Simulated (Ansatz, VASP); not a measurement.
**BeH6S in VASP and in Ansatz**

The input INCAR:

```
SYSTEM = BeH6S
PREC = Accurate
ENCUT = 520
EDIFF = 1E-6
ISMEAR = 0
SIGMA = 0.05
LREAL = .False.
LASPH = .True.
NELM = 60
ALGO = Normal
ISIF = 2
LWAVE = .False.
LCHARG = .False.
GGA = PE
IBRION = 2
NSW = 60
EDIFFG = -0.03
```

KPOINTS

```
regular mesh
0
Gamma
  1 1 1
  0 0 0
```

File POSCAR:

```
BeH6S
1.0
   10.8000000000      0.0000000000      0.0000000000
    0.0000000000     11.1000000000      0.0000000000
    0.0000000000      0.0000000000     11.4000000000
Be S H
1 1 6
Direct
    0.4435666916      0.5549080839      0.4465368657
    0.5564333084      0.4450919161      0.5534631343
    0.5157354752      0.6251263599      0.3781664391
    0.3713979079      0.6251263599      0.5149072923
    0.3713979079      0.4846898079      0.3781664391
    0.4842645248      0.3748736401      0.6218335609
    0.6286020921      0.5153101921      0.6218335609
    0.6286020921      0.3748736401      0.4850927077
```

Input for Ansatz:

```yaml
crystal:
  lattice:
    - [10.8, 0.0, 0.0]
    - [0.0, 11.1, 0.0]
    - [0.0, 0.0, 11.4]
  atoms:
    - { symbol: Be, position: [0.4435666916, 0.5549080839, 0.4465368657] }
    - { symbol: S, position: [0.5564333084, 0.4450919161, 0.5534631343] }
    - { symbol: H, position: [0.5157354752, 0.6251263599, 0.3781664391] }
    - { symbol: H, position: [0.3713979079, 0.6251263599, 0.5149072923] }
    - { symbol: H, position: [0.3713979079, 0.4846898079, 0.3781664391] }
    - { symbol: H, position: [0.4842645248, 0.3748736401, 0.6218335609] }
    - { symbol: H, position: [0.6286020921, 0.5153101921, 0.6218335609] }
    - { symbol: H, position: [0.6286020921, 0.3748736401, 0.4850927077] }
basis:
  ecutwfc: 420
kpoints:
  mp_grid: { grid: [1, 1, 1] }
hamiltonian:
  xc: pbe
scf:
  occupations: { method: gaussian, width: 0.05 }
output:
  forces: true
  eigenvalues: true
  populations: true
  write_density: true
  write_potential: true
  elf: true
  volumetric_format: npy
relax:
  adjacent_minimum: "off"
  f_tol: 0.03
  max_steps: 40
```

Alike in both runs: task relaxation of the atoms; functional PBE; k mesh 1 × 1 × 1; occupations gaussian, width 0.05 eV; no spin polarisation.

|  | VASP | Ansatz |
| --- | --- | --- |
| version | VASP 6.6.1 | Ansatz 0.2.0 |
| potentials or method | VASP PAW PBE potentials, release 64 (Be, S, H), cutoff 520 eV | scalar-relativistic, plane waves, PAW |
| valence electrons in the cell | 14 | 14 |

|  | VASP | Ansatz | Ansatz less VASP |
| --- | --- | --- | --- |
| gap on the k mesh at the Fermi level, each at its own relaxed structure (eV) | 4.19 | 4.25 | +0.057 |

Ansatz's warnings: xc potential rough in thin density.
